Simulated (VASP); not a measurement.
# Te (Pm-3n) in VASP: a series of runs, part 2 of 2

VASP 6.6.1.

## Step 4: Relaxation of cell and atoms, PBE

This run uses another cell than the first one, of 28.84 Å³/atom, 0.987 times its volume.

INCAR

```
PREC = Accurate ; ENCUT = 600
EDIFF = 1E-6 ; ISMEAR = -1
SIGMA = 0.1 ; LREAL = False
LASPH = True ; NELM = 60
ALGO = Normal ; ISIF = 3
LWAVE = False ; LCHARG = False
GGA = PE ; IBRION = 2
NSW = 80 ; EDIFFG = -0.01
```

KPOINTS

```
regular mesh
0
Gamma
  4 4 4
```

POSCAR

```
Te
1.0
    6.1330711348      0.0000000000      0.0000000000
    0.0000000000      6.1330711348      0.0000000000
    0.0000000000      0.0000000000      6.1330711348
Te
8
Direct
    0.0000000000      0.0000000000      0.0000000000
    0.5000000000      0.5000000000      0.5000000000
    0.2500000000      0.0000000000      0.5000000000
    0.7500000000      0.0000000000      0.5000000000
    0.5000000000      0.2500000000      0.0000000000
    0.5000000000      0.7500000000      0.0000000000
    0.0000000000      0.5000000000      0.2500000000
    0.0000000000      0.5000000000      0.7500000000
```

Potentials or basis: VASP PAW PBE potentials, release 64 (Te).

On the command line:

```console
$ cat potpaw_PBE.64/Te/POTCAR > POTCAR
$ mpirun -np 1 vasp_std > vasp.out
```

OUTCAR:

```text
PREC = Accurate
   ENCUT = 600
   EDIFF = 1E-6
   ISMEAR = -1
   LREAL = False
   LASPH = True
   NELM = 60
   ISIF = 3
   GGA = PE
   IBRION = 2
   NSW = 80
   EDIFFG = -0.01

 ion  position               nearest neighbor table
   1  0.000  0.000  0.000-   3 3.43   4 3.43   5 3.43   6 3.43   7 3.43   8 3.43   3 3.43   4 3.43
                             7 3.43   8 3.43   5 3.43   6 3.43
   2  0.500  0.500  0.500-   3 3.43   4 3.43   5 3.43   6 3.43   7 3.43   8 3.43   5 3.43   6 3.43
                             3 3.43   4 3.43   7 3.43   8 3.43
   3  0.250  0.000  0.500-   4 3.07   4 3.07   1 3.43   1 3.43   2 3.43   2 3.43
   4  0.750  0.000  0.500-   3 3.07   3 3.07   1 3.43   1 3.43   2 3.43   2 3.43
   5  0.500  0.250  0.000-   6 3.07   6 3.07   1 3.43   2 3.43   2 3.43   1 3.43
   6  0.500  0.750  0.000-   5 3.07   5 3.07   1 3.43   2 3.43   2 3.43   1 3.43
   7  0.000  0.500  0.250-   8 3.07   8 3.07   1 3.43   2 3.43   1 3.43   2 3.43
   8  0.000  0.500  0.750-   7 3.07   7 3.07   1 3.43   2 3.43   1 3.43   2 3.43

  LATTYP: Found a simple cubic cell.
 ALAT       =     6.1330711348

  Lattice vectors:

 A1 = (   6.1330711348,   0.0000000000,   0.0000000000)
[... 187 lines left out ...]
  band No.  band energies     occupation
      1      -6.1791      2.00000
      2      -3.9015      2.00000
      3      -3.9015      2.00000
      4      -3.7703      2.00000
      5      -2.2892      2.00000
      6      -2.2473      2.00000
[... 392 lines left out ...]
--------------------------------------- Ionic step        3  -------------------------------------------

 number of electron      47.9999988 magnetization

 Free energy of the ion-electron system (eV)
  ---------------------------------------------------
  ext. energy  EPLUGINS =         0.00000000
  ---------------------------------------------------
  free energy    TOTEN  =       -21.50398297 eV

  energy without entropy =      -21.17707623  energy(sigma->0) =      -21.34052960

 E-fermi :   7.4211     XC(G=0):  -9.9625

 val. band max:        7.3775232475   @ k =   0.2500   0.2500   0.2500
 cond. band min:       7.4417855882   @ k =   0.2500   0.2500   0.0000
 fundamental gap:      0.0642623407
 Fermi energy:         7.4210585253

 k-point     1 :       0.0000    0.0000    0.0000
  band No.  band energies     occupation
      1      -6.2508      2.00000
      2      -4.0230      2.00000
      3      -4.0230      2.00000
      4      -3.8944      2.00000
      5      -2.4557      2.00000
      6      -2.3974      2.00000
[... 344 lines left out ...]
  FREE ENERGIE OF THE ION-ELECTRON SYSTEM (eV)
  ---------------------------------------------------
  free  energy   TOTEN  =       -21.5039829687 eV

  energy  without entropy=      -21.1770762280  energy(sigma->0) =      -21.34052960

 reached required accuracy - stopping structural energy minimisation
```

OSZICAR:

```text
N       E                     dE             d eps       ncg     rms          rms(c)
DAV:   1     0.255425274413E+03    0.25543E+03   -0.19494E+04   580   0.152E+03
DAV:   2    -0.102211028578E+01   -0.25645E+03   -0.25113E+03   753   0.203E+02
DAV:   3    -0.206894567350E+02   -0.19667E+02   -0.18973E+02   654   0.589E+01
[... 26 lines left out ...]
DAV:   3    -0.215042086423E+02    0.34883E-03   -0.25110E-04   646   0.640E-02    0.914E-02
DAV:   4    -0.215039882041E+02    0.22044E-03   -0.41629E-04   580   0.720E-02    0.594E-02
DAV:   5    -0.215039852331E+02    0.29711E-05   -0.30811E-05   652   0.216E-02    0.678E-02
DAV:   6    -0.215039832679E+02    0.19652E-05   -0.65345E-07   305   0.535E-03    0.187E-02
DAV:   7    -0.215039829687E+02    0.29915E-06   -0.19872E-07   300   0.260E-03
   3 F= -.21503983E+02 E0= -.21340530E+02  d E =-.555441E-02
```

CONTCAR:

```text
Te
   1.00000000000000
     6.1581284153055593    0.0000000000000000   -0.0000000000000000
    -0.0000000000000000    6.1581284153055593    0.0000000000000000
     0.0000000000000000   -0.0000000000000000    6.1581284153055593
  Te
     8
Direct
     0.0000000000000000    0.0000000000000000    0.0000000000000000
     0.5000000000000000    0.5000000000000000    0.5000000000000000
     0.2500000000000000    0.0000000000000000    0.5000000000000000
     0.7500000000000000    0.0000000000000000    0.5000000000000000
     0.5000000000000000    0.2500000000000000    0.0000000000000000
     0.5000000000000000    0.7500000000000000    0.0000000000000000
     0.0000000000000000    0.5000000000000000    0.2500000000000000
     0.0000000000000000    0.5000000000000000    0.7500000000000000

  0.00000000E+00  0.00000000E+00  0.00000000E+00
  0.00000000E+00  0.00000000E+00  0.00000000E+00
  0.00000000E+00  0.00000000E+00  0.00000000E+00
  0.00000000E+00  0.00000000E+00  0.00000000E+00
  0.00000000E+00  0.00000000E+00  0.00000000E+00
  0.00000000E+00  0.00000000E+00  0.00000000E+00
  0.00000000E+00  0.00000000E+00  0.00000000E+00
  0.00000000E+00  0.00000000E+00  0.00000000E+00
```

Wall time 3.7 min (1 thread of Intel Xeon Platinum 8259CL at 2.50GHz (Skylake/Cascade Lake), shared host); peak memory 0.37 GiB.

Results:

```yaml
Free_energy: -21.5040 eV
Relaxed_volume: 29.19 Å³/atom
Relaxed_cell: a = 6.158 Å, b = 6.158 Å, c = 6.158 Å, α = 90.00°, β = 90.00°, γ = 90.00°
Space_group_after_relaxing_to_0.05_Å: Pm-3n (No. 223)
Energy_gained_by_relaxing: 0.7 meV/atom
Ionic_steps: 3
Pressure_after_relaxing: 0.0 GPa
```

Step by step:
```
step  energy change (eV)  largest force (eV/Å)  pressure (GPa)  volume (Å³)
   1              0.0000                0.0000            0.64       230.69
   2             -0.0049                0.0000           -0.21       234.54
   3             -0.0056                0.0000            0.00       233.53
```

Final structure:
```
Te
1.0
     6.15813    0.00000    0.00000
     0.00000    6.15813    0.00000
     0.00000    0.00000    6.15813
Te
8
Direct
  0.00000 0.00000 0.00000
  0.50000 0.50000 0.50000
  0.25000 0.00000 0.50000
  0.75000 0.00000 0.50000
  0.50000 0.25000 0.00000
  0.50000 0.75000 0.00000
  0.00000 0.50000 0.25000
  0.00000 0.50000 0.75000
```

Caveat: the bands computed are all filled at some k points, so no gap is given; spin-orbit coupling is left out, which moves the levels of the heavy elements.

## Step 5: Overview

| task | cell | k mesh | cutoff (eV) | gap on the mesh (eV) | pressure (GPa) |
| --- | --- | --- | --- | --- | --- |
| single point | a = 6.160 Å, 8 atoms | 4 × 4 × 4 | 520 | none | -0.1 |
| single point | a = 6.160 Å, 8 atoms | 6 × 6 × 6 | 520 | none | -0.4 |
| relaxation of cell and atoms | relaxed from a = 6.133 Å, 8 atoms | 4 × 4 × 4 | 600 | - | 0.0 |

Alike in all rows: level PBE; potentials or basis VASP PAW PBE potentials, release 64 (Te); no spin polarisation; smearing fermi-dirac 0.1 eV.

Caveats: spin-orbit coupling is left out, which moves the levels of the heavy elements; the bands computed are all filled at some k points, so no gap is given (some runs).

Absolute energies hang on the potentials; compare differences alone.
